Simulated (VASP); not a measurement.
# HgSe (F-43m) in VASP: further runs

HgSe is run at these levels: PBE; tasks: single point, relaxation of cell and atoms.

Everything below comes from runs of VASP 6.6.1. Logs are shortened: lines on timing, memory, paths and dates and some standing lists are left out, and cuts for length are marked.

## (1) The cell of the first run

Symmetry: F-43m, No. 216, cubic system. The conventional cell has a = 6.260 Å, b = 6.260 Å, c = 6.260 Å, α = 90.00°, β = 90.00°, γ = 90.00°. Within 3.6 Å of Hg (site symmetry -43m) lie 4 Se at 2.71 Å. Within 3.6 Å of Se (site symmetry -43m) lie 4 Hg at 2.71 Å.

## (2) Single point, PBE

Contents of INCAR:

```
ALGO     = Normal         # electronic algorithm
EDIFF    = 1E-6           # SCF threshold, eV
ENCUT    = 500            # plane-wave cutoff, eV
GGA      = PE             # functional
GGA_COMPAT= F            
ISIF     = 2              # what is computed and relaxed
ISMEAR   = 0              # smearing method
LASPH    = T              # aspherical terms in the spheres
LCHARG   = F              # write CHGCAR
LREAL    = F              # projectors in reciprocal space
LWAVE    = F              # write WAVECAR
NBANDS   = 16             # bands
NELM     = 120            # most SCF steps
PREC     = Accurate       # precision mode
SIGMA    = 0.1            # smearing width, eV
```

Contents of KPOINTS:

```
k-points
0
Gamma
  12 12 12
```

Contents of POSCAR:

```
HgSe
1.0
    0.0000000000      3.1301207545      3.1301207545
    3.1301207545      0.0000000000      3.1301207545
    3.1301207545      3.1301207545      0.0000000000
Hg Se
1 1
Direct
    0.0000000000      0.0000000000      0.0000000000
    0.7500000000      0.7500000000      0.7500000000
```

Potentials or basis: VASP PAW PBE potentials, release 64 (Hg, Se).

Command:

```sh
$ cat potpaw_PBE.64/Hg/POTCAR potpaw_PBE.64/Se/POTCAR > POTCAR
$ mpirun -np 1 vasp_std > vasp.out
```

OUTCAR:

```text
EDIFF = 1E-6
   ENCUT = 500
   GGA = PE
   ISIF = 2
   ISMEAR = 0
   LASPH = T
   LREAL = F
   NELM = 120
   PREC = Accurate

 ion  position               nearest neighbor table
   1  0.000  0.000  0.000-   2 2.71   2 2.71   2 2.71   2 2.71
   2  0.750  0.750  0.750-   1 2.71   1 2.71   1 2.71   1 2.71

  LATTYP: Found a face centered cubic cell.
 ALAT       =     6.2602415090

  Lattice vectors:

 A1 = (   0.0000000000,   3.1301207545,   3.1301207545)
 A2 = (   3.1301207545,   0.0000000000,   3.1301207545)
 A3 = (   3.1301207545,   3.1301207545,   0.0000000000)

Analysis of symmetry for initial positions (statically):
=====================================================================
 Subroutine PRICEL returns:
 Original cell was already a primitive cell.

 Routine SETGRP: Setting up the symmetry group for a
 face centered cubic supercell.

 Subroutine GETGRP returns: Found 24 space group operations
 (whereof 24 operations were pure point group operations)
 out of a pool of 48 trial point group operations.

The static configuration has the point symmetry T_d .

Analysis of symmetry for dynamics (positions and initial velocities):
=====================================================================
 Subroutine PRICEL returns:
 Original cell was already a primitive cell.

 Routine SETGRP: Setting up the symmetry group for a
 face centered cubic supercell.

 Subroutine GETGRP returns: Found 24 space group operations
 (whereof 24 operations were pure point group operations)
 out of a pool of 48 trial point group operations.

The dynamic configuration has the point symmetry T_d .

 Subroutine INISYM returns: Found 24 space group operations
 (whereof 24 operations are pure point group operations),
 and found     1 'primitive' translations

----------------------------------------------------------------------------------------

                                     Primitive cell

  volume of cell :      61.3357

  direct lattice vectors                    reciprocal lattice vectors
     0.000000000  3.130120755  3.130120755    -0.159738246  0.159738246  0.159738246
     3.130120755  0.000000000  3.130120755     0.159738246 -0.159738246  0.159738246
     3.130120755  3.130120755  0.000000000     0.159738246  0.159738246 -0.159738246

  length of vectors
     4.426659223  4.426659223  4.426659223     0.276674758  0.276674758  0.276674758

  position of ions in fractional coordinates (direct lattice)
     0.000000000  0.000000000  0.000000000
     0.750000000  0.750000000  0.750000000

  ion indices of the primitive-cell ions
   primitive index   ion index
                 1           1
                 2           2

----------------------------------------------------------------------------------------

 KPOINTS: k-points

Automatic generation of k-mesh.
 Grid dimensions read from file:
 generate k-points for:   12   12   12

 Generating k-lattice:

  Cartesian coordinates                     Fractional coordinates (reciprocal lattice)
    -0.013311521  0.013311521  0.013311521     0.083333333  0.000000000  0.000000000
     0.013311521 -0.013311521  0.013311521     0.000000000  0.083333333  0.000000000
     0.013311521  0.013311521 -0.013311521     0.000000000  0.000000000  0.083333333

  Length of vectors
     0.023056230  0.023056230  0.023056230

  Shift w.r.t. Gamma in fractional coordinates (k-lattice)
     0.000000000  0.000000000  0.000000000

 Subroutine IBZKPT returns following result:
 ===========================================

 Found     72 irreducible k-points:

 Following reciprocal coordinates:
            Coordinates               Weight
  0.000000  0.000000  0.000000      1.000000
  0.083333  0.000000  0.000000      8.000000
  0.166667  0.000000  0.000000      8.000000
  0.250000  0.000000  0.000000      8.000000
  0.333333  0.000000  0.000000      8.000000
  0.416667  0.000000  0.000000      8.000000
[... 16 lines left out ...]
  0.500000  0.166667  0.000000     24.000000
 -0.416667  0.166667  0.000000     24.000000
 [... further k-points ...]
   k-points           NKPTS =     72   k-points in BZ     NKDIM =     72   number of bands    NBANDS=     16
   number of dos      NEDOS =    301   number of ions     NIONS =      2
   total plane-waves  NPLWV =  32768
   dimension x,y,z NGX =    32 NGY =   32 NGZ =   32
   dimension x,y,z NGXF=    64 NGYF=   64 NGZF=   64
   ions per type =               1   1
   NGX,Y,Z   is equivalent  to a cutoff of  12.02, 12.02, 12.02 a.u.
   NGXF,Y,Z  is equivalent  to a cutoff of  24.04, 24.04, 24.04 a.u.
 SYSTEM =  unknown system
   PREC   = accura    normal or accurate (medium, high low for compatibility)
   ISTART =      0    job   : 0-new  1-cont  2-samecut
   ICHARG =      2    charge: 1-file 2-atom 10-const
   ISPIN  =      1    spin polarized calculation?
   LNONCOLLINEAR =      F non collinear calculations
   LSORBIT =      F    spin-orbit coupling
   LASPH  =      T    aspherical Exc in radial PAW
   ENCUT  =  500.0 eV  36.75 Ry    6.06 a.u.   8.07  8.07  8.07*2*pi/ulx,y,z
   NELM   =    120;   NELMIN=  2; NELMDL= -5     # of ELM steps
   EDIFF  = 0.1E-05   stopping-criterion for ELM
   LREAL  =      F    real-space projection
   EDIFFG = 0.1E-04   stopping-criterion for IOM
   NSW    =      0    number of steps for IOM
   IBRION =     -1    ionic relax: 0-MD 1-quasi-New 2-CG
   NFREE  =      0    steps in history (QN), initial steepest desc. (CG)
   ISIF   =      2    stress and relaxation
   ISYM   =      2    0-nonsym 1-usesym 2-fastsym
   POTIM  = 0.5000    time-step for ionic-motion
   TEBEG  =    0.0;   TEEND  =   0.0 temperature during run
   PSTRESS=    0.0 pullay stress
   NELECT =      18.0000    total number of electrons
   NUPDOWN=      -1.0000    fix difference up-down
   EMIN   =  10.00;   EMAX   =-10.00  energy-range for DOS
   EFERMI =   0.00;   METHOD = LEGACY
   ISMEAR =     0;   SIGMA  =   0.10  broadening in eV -4-tet -1-fermi 0-gaus
   EFERMI_NEDOS =   21; number of points for ismear=-14 and -15
   IALGO  =     38    algorithm
   IMIX   =      4    mixing-type and parameters
     AMIX     =   0.40;   BMIX     =  1.00
     AMIX_MAG =   1.60;   BMIX_MAG =  1.00
  volume/ion in A,a.u.               =      30.67       206.96
  Fermi-wavevector in a.u.,A,eV,Ry     =   1.087914  2.055859 16.103270  1.183557
  Thomas-Fermi vector in A             =   2.224084
   LORBIT       =      0    0 simple, 1 ext, 2 COOP (PROOUT), +10 PAW based schemes
   GGA     = PE    functional components
   LHFCALC =     F    Hartree Fock is set to
   AEXX    =    0.0000 exact exchange contribution
   IVDW    =     0    specifies the selected vdW correction
   LEPSILON=     F    determine dielectric tensor
   LRPA    =     F    only Hartree local field effects (RPA)
 non-spin polarized calculation
 Gauss-broadening in eV      SIGMA  =   0.10
  energy-cutoff  :      500.00
  volume of cell :       61.34
 maximum number of plane-waves:      1588
   NGX = 17   NGY = 17   NGZ = 17

 number of electron      17.9999997 magnetization

 Free energy of the ion-electron system (eV)
  ---------------------------------------------------
  ext. energy  EPLUGINS =         0.00000000
  ---------------------------------------------------
  free energy    TOTEN  =        -4.08917056 eV

  energy without entropy =       -4.08900265  energy(sigma->0) =       -4.08908660

 E-fermi :   1.0270     XC(G=0):  -8.6468

 val. band max:        0.9520426386   @ k =   0.0000   0.0000   0.0000
 cond. band min:       1.2740604401   @ k =   0.0833   0.0000   0.0000
 fundamental gap:      0.3220178015
 Fermi energy:         1.0269681816

 k-point     1 :       0.0000    0.0000    0.0000
  band No.  band energies     occupation
      1     -11.9362      2.00000
      2      -5.7337      2.00000
      3      -5.7337      2.00000
      4      -5.7337      2.00000
      5      -5.1298      2.00000
      6      -5.1298      2.00000
[... 8 lines left out ...]
     15      12.1045      0.00000
     16      12.1045      0.00000

 k-point     2 :       0.0833    0.0000    0.0000
  band No.  band energies     occupation
      1     -11.9116      2.00000
      2      -5.7220      2.00000
      3      -5.7220      2.00000
      4      -5.7207      2.00000
      5      -5.1308      2.00000
      6      -5.1308      2.00000
[... 8 lines left out ...]
     15      11.6046      0.00000
     16      11.6046      0.00000

 k-point     3 :       0.1667    0.0000    0.0000
  band No.  band energies     occupation
      1     -11.8433      2.00000
      2      -5.6912      2.00000
      3      -5.6912      2.00000
      4      -5.6720      2.00000
      5      -5.1315      2.00000
      6      -5.1315      2.00000
[... 8 lines left out ...]
     15      11.1436      0.00000
     16      11.1436      0.00000

 k-point     4 :       0.2500    0.0000    0.0000
  band No.  band energies     occupation
      1     -11.7480      2.00000
      2      -5.6523      2.00000
      3      -5.6523      2.00000
      4      -5.5630      2.00000
      5      -5.1269      2.00000
      6      -5.1269      2.00000
[... 8 lines left out ...]
     15      11.0518      0.00000
     16      11.0518      0.00000

 k-point     5 :       0.3333    0.0000    0.0000
  band No.  band energies     occupation
      1     -11.6502      2.00000
      2      -5.6186      2.00000
      3      -5.6186      2.00000
      4      -5.3663      2.00000
      5      -5.1144      2.00000
      6      -5.1144      2.00000
[... 8 lines left out ...]
     15      11.3980      0.00000
     16      11.3980      0.00000

 k-point     6 :       0.4167    0.0000    0.0000
  band No.  band energies     occupation
      1     -11.5770      2.00000
      2      -5.5979      2.00000
      3      -5.5979      2.00000
      4      -5.0993      2.00000
      5      -5.0993      2.00000
      6      -5.0802      2.00000
[... 8 lines left out ...]
     15      12.0816      0.00000
     16      12.0816      0.00000

 k-point     7 :       0.5000    0.0000    0.0000
  band No.  band energies     occupation
      1     -11.5498      2.00000
      2      -5.5913      2.00000
      3      -5.5913      2.00000
      4      -5.0923      2.00000
      5      -5.0923      2.00000
      6      -4.8701      2.00000
[... 8 lines left out ...]
     15      12.5999      0.00000
     16      12.5999      0.00000

 k-point     8 :       0.0833    0.0833    0.0000
  band No.  band energies     occupation
      1     -11.9033      2.00000
      2      -5.7301      2.00000
      3      -5.7113      2.00000
      4      -5.7113      2.00000
      5      -5.1385      2.00000
      6      -5.1240      2.00000
[... 8 lines left out ...]
     15      10.9613      0.00000
     16      12.1326      0.00000

 k-point     9 :       0.1667    0.0833    0.0000
  band No.  band energies     occupation
      1     -11.8496      2.00000
      2      -5.7117      2.00000
      3      -5.6802      2.00000
      4      -5.6749      2.00000
      5      -5.1459      2.00000
      6      -5.1187      2.00000
[... 8 lines left out ...]
     15      10.8267      0.00000
     16      11.8129      0.00000
[... 172 lines left out ...]
 k-point    19 :       0.1667    0.1667    0.0000
  band No.  band energies     occupation
      1     -11.8123      2.00000
      2      -5.7116      2.00000
      3      -5.6469      2.00000
      4      -5.6469      2.00000
      5      -5.1589      2.00000
      6      -5.1078      2.00000
[... 8 lines left out ...]
     15      11.4324      0.00000
     16      12.2146      0.00000

 k-point    20 :       0.2500    0.1667    0.0000
  band No.  band energies     occupation
      1     -11.7403      2.00000
      2      -5.6802      2.00000
      3      -5.6022      2.00000
      4      -5.5894      2.00000
      5      -5.1634      2.00000
      6      -5.0980      2.00000
[... 8 lines left out ...]
     15      12.1269      0.00000
     16      12.1380      0.00000

 k-point    21 :       0.3333    0.1667    0.0000
  band No.  band energies     occupation
      1     -11.6519      2.00000
      2      -5.6313      2.00000
      3      -5.5607      2.00000
      4      -5.4816      2.00000
      5      -5.1450      2.00000
      6      -5.0880      2.00000
[... 8 lines left out ...]
     15      12.1885      0.00000
     16      12.2174      0.00000

 k-point    22 :       0.4167    0.1667    0.0000
  band No.  band energies     occupation
      1     -11.5704      2.00000
      2      -5.5936      2.00000
      3      -5.5339      2.00000
      4      -5.3164      2.00000
      5      -5.0815      2.00000
      6      -5.0742      2.00000
[... 8 lines left out ...]
     15      12.1223      0.00000
     16      12.6304      0.00000

 k-point    23 :       0.5000    0.1667    0.0000
  band No.  band energies     occupation
      1     -11.5188      2.00000
      2      -5.5733      2.00000
      3      -5.5254      2.00000
      4      -5.1889      2.00000
      5      -5.0862      2.00000
      6      -4.9002      2.00000
[... 8 lines left out ...]
     15      12.1842      0.00000
     16      12.7225      0.00000

 k-point    24 :      -0.4167    0.1667    0.0000
  band No.  band energies     occupation
      1     -11.5121      2.00000
      2      -5.5655      2.00000
      3      -5.5340      2.00000
      4      -5.1416      2.00000
      5      -5.1052      2.00000
      6      -4.8541      2.00000
[... 8 lines left out ...]
     15      11.8922      0.00000
     16      12.1337      0.00000

 [... further k-points ...]
[... 5 lines left out ...]
  --------------------------------------------------------------------------------------
  -------------------------------------------------------------------------------------
  Total        0.0693838      0.0693838      0.0693838     -0.0000000      0.0000000      0.0000000
  in kB        1.8124066      1.8124066      1.8124066     -0.0000000      0.0000000      0.0000000
  external PRESSURE =       1.8124066 kB  Pullay stress =       0.0000000 kB

 VOLUME and BASIS-vectors are now :
 -----------------------------------------------------------------------------
  energy-cutoff  :      500.00
  volume of cell :       61.34
      direct lattice vectors                 reciprocal lattice vectors
     0.000000000  3.130120755  3.130120755    -0.159738246  0.159738246  0.159738246
     3.130120755  0.000000000  3.130120755     0.159738246 -0.159738246  0.159738246
     3.130120755  3.130120755  0.000000000     0.159738246  0.159738246 -0.159738246

 POSITION                                       TOTAL-FORCE (eV/Angst)
 -----------------------------------------------------------------------------------
      0.00000      0.00000      0.00000        -0.000000     -0.000000     -0.000000
      4.69518      4.69518      4.69518         0.000000      0.000000      0.000000
 -----------------------------------------------------------------------------------
    total drift:                                0.000000      0.000000      0.000000

  FREE ENERGIE OF THE ION-ELECTRON SYSTEM (eV)
  ---------------------------------------------------
  free  energy   TOTEN  =        -4.0891705566 eV

  energy  without entropy=       -4.0890026493  energy(sigma->0) =       -4.08908660
```

Run time: 49 s. Hardware: 1 thread of AMD EPYC 7R13 (Zen 3), shared host; peak memory 0.19 GiB.

Results:

```
Free energy            : -4.0892 eV
Pressure               : 0.2 GPa
Band gap on the k mesh : zero (filled and empty bands touch)
```

Caveat: spin-orbit coupling is left out, which moves the levels of the heavy elements.

## (3) Relaxation of cell and atoms, PBE

Contents of INCAR:

```
ALGO     = Normal         # electronic algorithm
EDIFF    = 1E-7           # SCF threshold, eV
EDIFFG   = -0.005         # ionic threshold
ENCUT    = 500            # plane-wave cutoff, eV
GGA      = PE             # functional
GGA_COMPAT= False        
IBRION   = 2              # ionic algorithm
ISIF     = 3              # what is computed and relaxed
ISMEAR   = 0              # smearing method
LASPH    = True           # aspherical terms in the spheres
LCHARG   = False          # write CHGCAR
LREAL    = False          # projectors in reciprocal space
LWAVE    = False          # write WAVECAR
NELM     = 120            # most SCF steps
NELMIN   = 4            
NSW      = 100            # ionic steps
PREC     = Accurate       # precision mode
SIGMA    = 0.1            # smearing width, eV
```

KPOINTS is that of step 2.

POSCAR is that of step 2.

Potentials or basis: VASP PAW PBE potentials, release 64 (Hg, Se).

Command:

```sh
$ cat potpaw_PBE.64/Hg/POTCAR potpaw_PBE.64/Se/POTCAR > POTCAR
$ mpirun -np 1 vasp_std > vasp.out
```

Run time: 1.9 min. Hardware: 1 thread of AMD EPYC 7R13 (Zen 3), shared host; peak memory 0.19 GiB.

It converged, with:

```yaml
Free_energy: -4.0893 eV
Relaxed_volume: 30.80 Å³/atom
Relaxed_cell: a = 4.433 Å, b = 4.433 Å, c = 4.433 Å, α = 60.00°, β = 60.00°, γ = 60.00°
Space_group_after_relaxing_to_0.05_Å: F-43m (No. 216)
Energy_gained_by_relaxing: 0.1 meV/atom
Ionic_steps: 3
Pressure_after_relaxing: 0.0 GPa
Band_gap_on_the_k_mesh: zero (filled and empty bands touch)
```

Step by step:
```tsv
step	energy change (eV)	largest force (eV/Å)	pressure (GPa)	volume (Å³)
1	0.0000	0.0000	0.19	61.34
2	-0.0001	0.0000	-0.04	61.66
3	-0.0002	0.0000	0.00	61.60
```

Final structure:
```cif
data_structure
_symmetry_space_group_name_H-M 'P 1'
_symmetry_Int_Tables_number 1
_cell_length_a 4.4330
_cell_length_b 4.4330
_cell_length_c 4.4330
_cell_angle_alpha 60.000
_cell_angle_beta 60.000
_cell_angle_gamma 60.000
_cell_volume 61.60
loop_
_atom_site_label
_atom_site_type_symbol
_atom_site_fract_x
_atom_site_fract_y
_atom_site_fract_z
_atom_site_occupancy
Hg1 Hg 0.00000 0.00000 0.00000 1
Se1 Se 0.75000 0.75000 0.75000 1
```

Levels at points of the mesh, in eV from the Fermi level:
```csv
k point,band 5,band 6,band 7,band 8,band 9,band 10,band 11,band 12,band 13
"(0.00, 0.00, 0.00)",-6.14,-6.14,-1.12,-0.08,-0.08,-0.08,5.52,5.52,5.52
"(0.50, 0.00, 0.00)",-6.11,-5.89,-4.98,-0.89,-0.89,1.02,6.21,6.21,6.72
"(0.50, 0.50, 0.00)",-6.05,-5.85,-4.73,-2.01,-2.01,2.60,3.13,8.20,9.34
```

Caveat: spin-orbit coupling is left out, which moves the levels of the heavy elements. PBE usually gives volumes a little too large and moduli too small.
